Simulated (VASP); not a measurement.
Set up this calculation in VASP 6.6.1, as the native input.

- Task: single point
- Functional: LDA
- Potentials or basis: VASP PAW LDA potentials, release 64 (Ni)
- Cutoff: 520 eV
- k mesh: 12 × 7 × 10
- Occupations: gaussian, width 0.1 eV
- Spin: collinear spin, ferromagnetic start
- Starting moments: [0.06, 0.06] μB
- Dipole correction: no
- Further INCAR settings: ALGO = Normal; EDIFF = 1e-07; NBANDS = 21; ISYM = 0

The structure of Ni lies in POSCAR:

```
Ni
1.0
    0.0000000000     -1.7716500000     -1.7716500000
   -3.5433000000     -1.7716500000     -1.7716500000
    0.0000000000      1.7716500000     -1.7716500000
Ni
2
Direct
    0.0000000000      0.0000000000      0.0000000000
    0.0000000000      0.5000000000      0.5000000000
```

One way to write it, as run:

INCAR

```
SYSTEM = Ni
  PREC = Accurate
  ENCUT = 520
  EDIFF = 1E-7
  ISMEAR = 0
  SIGMA = 0.1
  LREAL = .FALSE.
  LASPH = .TRUE.
  NELM = 150
  ALGO = Normal
  ISIF = 2
  LWAVE = .FALSE.
  LCHARG = .FALSE.
  ISPIN = 2
  MAGMOM = 0.06 0.06
  LORBIT = 11
  LMAXMIX = 4
  GGA = CA
  NBANDS = 21
  ISYM = 0
```

KPOINTS

```
Automatic mesh
0
G
  12 7 10
  0 0 0
```

Potentials or basis: VASP PAW LDA potentials, release 64 (Ni).

Run with:

```console
$ cat potpaw_LDA.64/Ni/POTCAR > POTCAR
$ mpirun -np 1 vasp_std > vasp.out
```

Results of the run:

The pressure is -20.2 GPa. The net moment is 1.23 μB per cell. The site moments are Ni +0.62 μB. The valence electrons inside the program's atomic spheres are Ni 9.28.

It took 11 min on 1 thread of Oxide Virtual Turin-like Processor, on a shared host, peak memory 0.31 GiB.
